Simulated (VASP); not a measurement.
# MgH2 (P4_2/mnm) in VASP: notebook

The runs below take MgH2 through single point, relaxation of cell and atoms, with PBE+D3(BJ).

All numbers are computed with VASP 6.6.1; they aren't measurements. Logs are shortened: lines on timing, memory, paths and dates and some standing lists are left out, and cuts for length are marked.

**1. The cell of the first run**

Symmetry: P4_2/mnm, No. 136, tetragonal system. Conventional cell: a = 4.434 Å, b = 4.434 Å, c = 2.989 Å, α = 90.00°, β = 90.00°, γ = 90.00°. Mg (site symmetry mmm) has 6 H at 1.91 to 1.93 Å within 2.5 Å. H (site symmetry m2m) has 3 Mg at 1.91 to 1.93 Å and 1 H at 2.45 Å within 2.5 Å.

**2. Single point, PBE+D3(BJ)**

The input, INCAR:

```
ALGO = Normal
EDIFF = 1E-7
ENCUT = 520
GGA = PE
ISIF = 2
ISMEAR = 0
IVDW = 12
LASPH = T
LCHARG = T
LELF = T
LREAL = F
LVHAR = T
LWAVE = F
NBANDS = 13
NELM = 60
PREC = Accurate
SIGMA = 0.02
```

The input, KPOINTS:

```
k-points
0
Gamma
  6 6 8
```

The input, POSCAR:

```
MgH2
1.0
    4.4343476386      0.0000000000      0.0000000000
    0.0000000000      4.4343476386      0.0000000000
    0.0000000000      0.0000000000      2.9891229846
Mg H
2 4
Direct
    0.0000000000      0.0000000000      0.0000000000
    0.5000000000      0.5000000000      0.5000000000
    0.3043101620      0.3043101620      0.0000000000
    0.1956898380      0.8043101620      0.5000000000
    0.6956898380      0.6956898380      0.0000000000
    0.8043101620      0.1956898380      0.5000000000
```

Potentials or basis: VASP PAW PBE potentials, release 64 (Mg, H).

Started as:

```
$ cat potpaw_PBE.64/Mg/POTCAR potpaw_PBE.64/H/POTCAR > POTCAR
$ mpirun -np 1 vasp_std > vasp.out
```

OUTCAR:

```text
EDIFF = 1E-7
   ENCUT = 520
   GGA = PE
   ISIF = 2
   ISMEAR = 0
   IVDW = 12
   LASPH = T
   LREAL = F
   NELM = 60
   PREC = Accurate
 IVDW          = 12

 ion  position               nearest neighbor table
   1  0.000  0.000  0.000-   3 1.91   5 1.91   4 1.93   6 1.93   4 1.93   6 1.93   2 3.47   2 3.47
                             2 3.47   2 3.47   2 3.47   2 3.47   2 3.47   2 3.47
   2  0.500  0.500  0.500-   4 1.91   6 1.91   5 1.93   3 1.93   3 1.93   5 1.93   1 3.47   1 3.47
                             1 3.47   1 3.47   1 3.47   1 3.47   1 3.47   1 3.47
   3  0.304  0.304  0.000-   1 1.91   2 1.93   2 1.93
   4  0.196  0.804  0.500-   2 1.91   1 1.93   1 1.93
   5  0.696  0.696  0.000-   1 1.91   2 1.93   2 1.93
   6  0.804  0.196  0.500-   2 1.91   1 1.93   1 1.93

  LATTYP: Found a simple tetragonal cell.
 ALAT       =     4.4343476386
 C/A-ratio  =     0.6740840431

  Lattice vectors:

 A1 = (   4.4343476386,   0.0000000000,   0.0000000000)
 A2 = (   0.0000000000,   4.4343476386,   0.0000000000)
 A3 = (   0.0000000000,   0.0000000000,   2.9891229846)

Analysis of symmetry for initial positions (statically):
=====================================================================
 Subroutine PRICEL returns:
 Original cell was already a primitive cell.

 Routine SETGRP: Setting up the symmetry group for a
 simple tetragonal supercell.

 Subroutine GETGRP returns: Found 16 space group operations
 (whereof  8 operations were pure point group operations)
 out of a pool of 16 trial point group operations.

The static configuration has the point symmetry D_2h.
 The point group associated with its full space group is D_4h.

Analysis of symmetry for dynamics (positions and initial velocities):
=====================================================================
 Subroutine PRICEL returns:
 Original cell was already a primitive cell.

 Routine SETGRP: Setting up the symmetry group for a
 simple tetragonal supercell.

 Subroutine GETGRP returns: Found 16 space group operations
 (whereof  8 operations were pure point group operations)
 out of a pool of 16 trial point group operations.

The dynamic configuration has the point symmetry D_2h.
 The point group associated with its full space group is D_4h.

 Subroutine INISYM returns: Found 16 space group operations
 (whereof  8 operations are pure point group operations),
 and found     1 'primitive' translations

----------------------------------------------------------------------------------------

                                     Primitive cell

  volume of cell :      58.7764

  direct lattice vectors                    reciprocal lattice vectors
     4.434347639  0.000000000  0.000000000     0.225512315  0.000000000  0.000000000
     0.000000000  4.434347639  0.000000000     0.000000000  0.225512315  0.000000000
     0.000000000  0.000000000  2.989122985     0.000000000  0.000000000  0.334546288

  length of vectors
     4.434347639  4.434347639  2.989122985     0.225512315  0.225512315  0.334546288

  position of ions in fractional coordinates (direct lattice)
     0.000000000  0.000000000  0.000000000
     0.500000000  0.500000000  0.500000000
     0.304310162  0.304310162  0.000000000
     0.195689838  0.804310162  0.500000000
     0.695689838  0.695689838  0.000000000
     0.804310162  0.195689838  0.500000000

  ion indices of the primitive-cell ions
   primitive index   ion index
                 1           1
                 2           2
                 3           3
                 4           4
                 5           5
                 6           6

----------------------------------------------------------------------------------------

 KPOINTS: k-points

Automatic generation of k-mesh.
 Grid dimensions read from file:
 generate k-points for:    6    6    8

 Generating k-lattice:

  Cartesian coordinates                     Fractional coordinates (reciprocal lattice)
     0.037585386  0.000000000  0.000000000     0.166666667  0.000000000  0.000000000
     0.000000000  0.037585386  0.000000000     0.000000000  0.166666667  0.000000000
     0.000000000  0.000000000  0.041818286     0.000000000  0.000000000  0.125000000

  Length of vectors
     0.037585386  0.037585386  0.041818286

  Shift w.r.t. Gamma in fractional coordinates (k-lattice)
     0.000000000  0.000000000  0.000000000

 Subroutine IBZKPT returns following result:
 ===========================================

 Found     50 irreducible k-points:

 Following reciprocal coordinates:
            Coordinates               Weight
  0.000000  0.000000  0.000000      1.000000
  0.166667  0.000000  0.000000      4.000000
  0.333333  0.000000  0.000000      4.000000
  0.500000  0.000000  0.000000      2.000000
  0.166667  0.166667  0.000000      4.000000
  0.333333  0.166667  0.000000      8.000000
[... 16 lines left out ...]
  0.333333  0.000000  0.250000      8.000000
  0.500000  0.000000  0.250000      4.000000
 [... further k-points ...]
   k-points           NKPTS =     50   k-points in BZ     NKDIM =     50   number of bands    NBANDS=     13
   number of dos      NEDOS =    301   number of ions     NIONS =      6
   total plane-waves  NPLWV =  31104
   dimension x,y,z NGX =    36 NGY =   36 NGZ =   24
   dimension x,y,z NGXF=    72 NGYF=   72 NGZF=   48
   ions per type =               2   4
   NGX,Y,Z   is equivalent  to a cutoff of  13.50, 13.50, 13.35 a.u.
   NGXF,Y,Z  is equivalent  to a cutoff of  26.99, 26.99, 26.70 a.u.
 SYSTEM =  unknown system
   PREC   = accura    normal or accurate (medium, high low for compatibility)
   ISTART =      0    job   : 0-new  1-cont  2-samecut
   ICHARG =      2    charge: 1-file 2-atom 10-const
   ISPIN  =      1    spin polarized calculation?
   LNONCOLLINEAR =      F non collinear calculations
   LSORBIT =      F    spin-orbit coupling
   LASPH  =      T    aspherical Exc in radial PAW
   ENCUT  =  520.0 eV  38.22 Ry    6.18 a.u.   8.24  8.24  5.56*2*pi/ulx,y,z
   NELM   =     60;   NELMIN=  2; NELMDL= -5     # of ELM steps
   EDIFF  = 0.1E-06   stopping-criterion for ELM
   LREAL  =      F    real-space projection
   EDIFFG = 0.1E-05   stopping-criterion for IOM
   NSW    =      0    number of steps for IOM
   IBRION =     -1    ionic relax: 0-MD 1-quasi-New 2-CG
   NFREE  =      0    steps in history (QN), initial steepest desc. (CG)
   ISIF   =      2    stress and relaxation
   ISYM   =      2    0-nonsym 1-usesym 2-fastsym
   POTIM  = 0.5000    time-step for ionic-motion
   TEBEG  =    0.0;   TEEND  =   0.0 temperature during run
   PSTRESS=    0.0 pullay stress
   NELECT =       8.0000    total number of electrons
   NUPDOWN=      -1.0000    fix difference up-down
   EMIN   =  10.00;   EMAX   =-10.00  energy-range for DOS
   EFERMI =   0.00;   METHOD = LEGACY
   ISMEAR =     0;   SIGMA  =   0.02  broadening in eV -4-tet -1-fermi 0-gaus
   EFERMI_NEDOS =   21; number of points for ismear=-14 and -15
   IALGO  =     38    algorithm
   IMIX   =      4    mixing-type and parameters
     AMIX     =   0.40;   BMIX     =  1.00
     AMIX_MAG =   1.60;   BMIX_MAG =  1.00
  volume/ion in A,a.u.               =       9.80        66.11
  Fermi-wavevector in a.u.,A,eV,Ry     =   0.842113  1.591363  9.648632  0.709154
  Thomas-Fermi vector in A             =   1.956767
   LORBIT       =      0    0 simple, 1 ext, 2 COOP (PROOUT), +10 PAW based schemes
   GGA     = PE    functional components
   LHFCALC =     F    Hartree Fock is set to
   AEXX    =    0.0000 exact exchange contribution
   IVDW    =    12    specifies the selected vdW correction
   LEPSILON=     F    determine dielectric tensor
   LRPA    =     F    only Hartree local field effects (RPA)
 non-spin polarized calculation
 Gauss-broadening in eV      SIGMA  =   0.02
  energy-cutoff  :      520.00
  volume of cell :       58.78
 maximum number of plane-waves:      1608
 NGX is ok and might be reduce to    36
   NGX = 17   NGY = 17   NGZ = 11

 number of electron       8.0000001 magnetization

 Free energy of the ion-electron system (eV)
  ---------------------------------------------------
  ext. energy  EPLUGINS =         0.00000000
  ---------------------------------------------------
  free energy    TOTEN  =       -17.63691645 eV

  energy without entropy =      -17.63691645  energy(sigma->0) =      -17.63691645

 E-fermi :  -0.2483     XC(G=0):  -8.5468

 val. band max:       -0.3789571209   @ k =   0.1667   0.1667   0.0000
 cond. band min:       3.4501872184   @ k =   0.3333   0.3333   0.5000
 fundamental gap:      3.8291443393
 Fermi energy:        -0.2483289846

 k-point     1 :       0.0000    0.0000    0.0000
  band No.  band energies     occupation
      1      -7.0505      2.00000
      2      -1.8767      2.00000
      3      -1.8767      2.00000
      4      -0.8097      2.00000
      5       4.3011      0.00000
      6       4.8212      0.00000
      7       9.0511      0.00000
      8       9.0511      0.00000
      9      10.8133      0.00000
     10      10.9609      0.00000
     11      11.9732      0.00000
     12      14.9517      0.00000
     13      14.9517      0.00000

 k-point     2 :       0.1667    0.0000    0.0000
  band No.  band energies     occupation
      1      -6.8595      2.00000
      2      -2.7902      2.00000
      3      -1.7500      2.00000
      4      -0.4670      2.00000
      5       4.4676      0.00000
      6       5.2960      0.00000
      7       7.7560      0.00000
      8       9.5001      0.00000
      9      11.1374      0.00000
     10      12.2721      0.00000
     11      12.5495      0.00000
     12      14.2286      0.00000
     13      15.1409      0.00000

 k-point     3 :       0.3333    0.0000    0.0000
  band No.  band energies     occupation
      1      -6.2929      2.00000
      2      -4.1583      2.00000
      3      -1.3945      2.00000
      4      -0.4869      2.00000
      5       4.4840      0.00000
      6       6.2025      0.00000
      7       7.2886      0.00000
      8      10.4446      0.00000
      9      11.6650      0.00000
     10      12.3979      0.00000
     11      13.0087      0.00000
     12      13.7252      0.00000
     13      14.1629      0.00000

 k-point     4 :       0.5000    0.0000    0.0000
  band No.  band energies     occupation
      1      -5.3741      2.00000
      2      -5.3741      2.00000
      3      -0.9029      2.00000
      4      -0.9029      2.00000
      5       5.0600      0.00000
      6       5.0600      0.00000
      7       9.9012      0.00000
      8       9.9012      0.00000
      9      11.6161      0.00000
     10      11.6161      0.00000
     11      12.5360      0.00000
     12      12.5360      0.00000
     13      15.9501      0.00000

 k-point     5 :       0.1667    0.1667    0.0000
  band No.  band energies     occupation
      1      -6.6701      2.00000
      2      -2.8873      2.00000
      3      -2.3139      2.00000
      4      -0.3790      2.00000
      5       4.9751      0.00000
      6       5.3925      0.00000
      7       7.9047      0.00000
      8       9.4510      0.00000
      9      11.3142      0.00000
     10      12.0040      0.00000
     11      13.8385      0.00000
     12      14.2513      0.00000
     13      14.4813      0.00000
[... 257 lines left out ...]
 k-point    22 :       0.1667    0.0000    0.2500
  band No.  band energies     occupation
      1      -5.9269      2.00000
      2      -2.1667      2.00000
      3      -1.2040      2.00000
      4      -0.7317      2.00000
      5       5.2314      0.00000
      6       5.8394      0.00000
      7       6.7062      0.00000
      8       7.4885      0.00000
      9       9.3770      0.00000
     10       9.7571      0.00000
     11      10.6370      0.00000
     12      11.6528      0.00000
     13      12.8509      0.00000

 k-point    23 :       0.3333    0.0000    0.2500
  band No.  band energies     occupation
      1      -5.3830      2.00000
      2      -3.3802      2.00000
      3      -0.9752      2.00000
      4      -0.6137      2.00000
      5       5.4150      0.00000
      6       6.1938      0.00000
      7       6.2166      0.00000
      8       7.5830      0.00000
      9       8.3574      0.00000
     10      10.3344      0.00000
     11      10.6650      0.00000
     12      12.9690      0.00000
     13      13.8730      0.00000

 k-point    24 :       0.5000    0.0000    0.2500
  band No.  band energies     occupation
      1      -4.5099      2.00000
      2      -4.5099      2.00000
      3      -0.7255      2.00000
      4      -0.7255      2.00000
      5       5.5005      0.00000
      6       5.5005      0.00000
      7       7.0779      0.00000
      8       7.0779      0.00000
      9       9.0693      0.00000
     10       9.0693      0.00000
     11      12.7618      0.00000
     12      12.7618      0.00000
     13      14.3130      0.00000

 [... further k-points ...]

------------------------ aborting loop because EDIFF is reached ----------------------------------------

 Edisp (eV)   -0.84478

 E8    (eV) :    -0.3102

  FORCE on cell =-STRESS in cart. coord.  units (eV):
  Direction    XX          YY          ZZ          XY          YZ          ZX
  --------------------------------------------------------------------------------------
  -------------------------------------------------------------------------------------
  Total      -0.10606    -0.10606    -0.14167     0.00000     0.00000     0.00000
  in kB      -2.89105    -2.89105    -3.86165     0.00000     0.00000     0.00000
  external pressure =       -3.21 kB  Pullay stress =        0.00 kB

 VOLUME and BASIS-vectors are now :
 -----------------------------------------------------------------------------
  energy-cutoff  :      520.00
  volume of cell :       58.78
      direct lattice vectors                 reciprocal lattice vectors
     4.434347639  0.000000000  0.000000000     0.225512315  0.000000000  0.000000000
     0.000000000  4.434347639  0.000000000     0.000000000  0.225512315  0.000000000
     0.000000000  0.000000000  2.989122985     0.000000000  0.000000000  0.334546288

 POSITION                                       TOTAL-FORCE (eV/Angst)
 -----------------------------------------------------------------------------------
      0.00000      0.00000      0.00000        -0.000000      0.000000      0.000000
      2.21717      2.21717      1.49456        -0.000000      0.000000      0.000000
      1.34942      1.34942      0.00000        -0.001405     -0.001405      0.000000
      0.86776      3.56659      1.49456         0.001405     -0.001405      0.000000
      3.08493      3.08493      0.00000         0.001405      0.001405     -0.000000
      3.56659      0.86776      1.49456        -0.001405      0.001405     -0.000000
 -----------------------------------------------------------------------------------
    total drift:                                0.000000      0.000000     -0.000000

  FREE ENERGIE OF THE ION-ELECTRON SYSTEM (eV)
  ---------------------------------------------------
  free  energy   TOTEN  =       -18.4816983623 eV

  energy  without entropy=      -18.4816983623  energy(sigma->0) =      -18.48169836
```

Wall time 28 s (1 thread of AMD EPYC 7R13 (Zen 3), shared host); peak memory 0.18 GiB.

What came out:

```
Free energy                : -18.4817 eV
Pressure                   : -0.3 GPa
Band gap on the k mesh     : 3.83 eV, indirect (least direct gap 4.67 eV)
Dispersion energy per atom : -0.141 eV
```

Levels at points of the mesh, in eV from the valence-band top:
```
           k point  band 2  band 3  band 4  band 5  band 6  band 7
(0.00, 0.00, 0.00)   -1.50   -1.50   -0.43    4.68    5.20    9.43
(0.50, 0.00, 0.00)   -5.00   -0.52   -0.52    5.44    5.44   10.28
(0.50, 0.50, 0.00)   -3.86   -2.86   -2.86    9.27    9.27    9.38
(0.00, 0.00, 0.50)   -3.18   -0.12   -0.12    6.53    6.53    6.87
(0.50, 0.00, 0.50)   -2.40   -1.18   -1.18    5.23    5.23    6.92
(0.50, 0.50, 0.50)   -1.98   -1.04   -1.04    3.93    3.93    4.11
```

**3. Relaxation of cell and atoms, PBE+D3(BJ)**

This run uses another cell than the first one, of 10.25 Å³/atom, 1.046 times its volume.

The input, INCAR:

```
SYSTEM = MgH2
  PREC = Accurate
  ENCUT = 600
  EDIFF = 1E-7
  ISMEAR = 0
  SIGMA = 0.02
  LREAL = .FALSE.
  LASPH = .TRUE.
  NELM = 100
  ALGO = Normal
  ISIF = 3
  LWAVE = .FALSE.
  LCHARG = .FALSE.
  GGA = PE
  IVDW = 12
  IBRION = 2
  NSW = 70
  EDIFFG = -0.005
```

The input, KPOINTS:

```
regular mesh
0
G
  6 6 8
  0 0 0
```

The input, POSCAR:

```
MgH2
1.0
    4.5178551150      0.0000000000      0.0000000000
    0.0000000000      4.5178551150      0.0000000000
    0.0000000000      0.0000000000      3.0120664632
Mg H
2 4
Direct
    0.0000000000      0.0000000000      0.0000000000
    0.5000000000      0.5000000000      0.5000000000
    0.3044392695      0.3044392695      0.0000000000
    0.1955607305      0.8044392695      0.5000000000
    0.6955607305      0.6955607305      0.0000000000
    0.8044392695      0.1955607305      0.5000000000
```

Potentials or basis: VASP PAW PBE potentials, release 64 (Mg, H).

Started as:

```
$ cat potpaw_PBE.64/Mg/POTCAR potpaw_PBE.64/H/POTCAR > POTCAR
$ mpirun -np 1 vasp_std > vasp.out
```

Wall time 78 s (1 thread of AMD EPYC 7R13 (Zen 3), shared host); peak memory 0.18 GiB.

Results (log left out):

- Free energy: -18.4837 eV
- Relaxed volume: 9.76 Å³/atom
- Relaxed cell: a = 4.429 Å, b = 4.429 Å, c = 2.984 Å, α = 90.00°, β = 90.00°, γ = 90.00°
- Space group after relaxing (to 0.05 Å): P4_2/mnm (No. 136)
- Energy gained by relaxing: 3.8 meV/atom
- Ionic steps: 8
- Pressure after relaxing: 0.0 GPa
- Band gap on the k mesh: 3.84 eV, indirect (least direct gap 4.68 eV)
- Dispersion energy per atom: -0.141 eV

Step by step:
| step | energy change (eV) | largest force (eV/Å) | pressure (GPa) | volume (Å³) |
| --- | --- | --- | --- | --- |
| 1 | 0.0000 | 0.0043 | -2.37 | 61.48 |
| 2 | -0.0154 | 0.0106 | -1.30 | 60.14 |
| 3 | -0.0214 | 0.0173 | -0.10 | 58.79 |
| 4 | -0.0215 | 0.0179 | 0.01 | 58.68 |
| 5 | -0.0222 | 0.0068 | 0.01 | 58.63 |
| 6 | -0.0226 | 0.0121 | 0.01 | 58.54 |
| 7 | -0.0227 | 0.0066 | 0.00 | 58.55 |
| 8 | -0.0227 | 0.0001 | -0.01 | 58.55 |

Final structure:
```cif
data_structure
_symmetry_space_group_name_H-M 'P 1'
_symmetry_Int_Tables_number 1
_cell_length_a 4.4294
_cell_length_b 4.4294
_cell_length_c 2.9845
_cell_angle_alpha 90.000
_cell_angle_beta 90.000
_cell_angle_gamma 90.000
_cell_volume 58.55
loop_
_atom_site_label
_atom_site_type_symbol
_atom_site_fract_x
_atom_site_fract_y
_atom_site_fract_z
_atom_site_occupancy
Mg1 Mg 0.00000 0.00000 0.00000 1
Mg2 Mg 0.50000 0.50000 0.50000 1
H1 H 0.30423 0.30423 0.00000 1
H2 H 0.19577 0.80423 0.50000 1
H3 H 0.69577 0.69577 0.00000 1
H4 H 0.80423 0.19577 0.50000 1
```

Levels at points of the mesh, in eV from the valence-band top:
```csv
k point,band 2,band 3,band 4,band 5,band 6,band 7
"(0.00, 0.00, 0.00)",-1.50,-1.50,-0.43,4.68,5.21,9.45
"(0.50, 0.00, 0.00)",-5.01,-0.53,-0.53,5.45,5.45,10.30
"(0.50, 0.50, 0.00)",-3.87,-2.88,-2.88,9.29,9.29,9.40
"(0.00, 0.00, 0.50)",-3.19,-0.12,-0.12,6.56,6.56,6.88
"(0.50, 0.00, 0.50)",-2.40,-1.18,-1.18,5.24,5.24,6.93
"(0.50, 0.50, 0.50)",-1.98,-1.05,-1.05,3.94,3.94,4.12
```
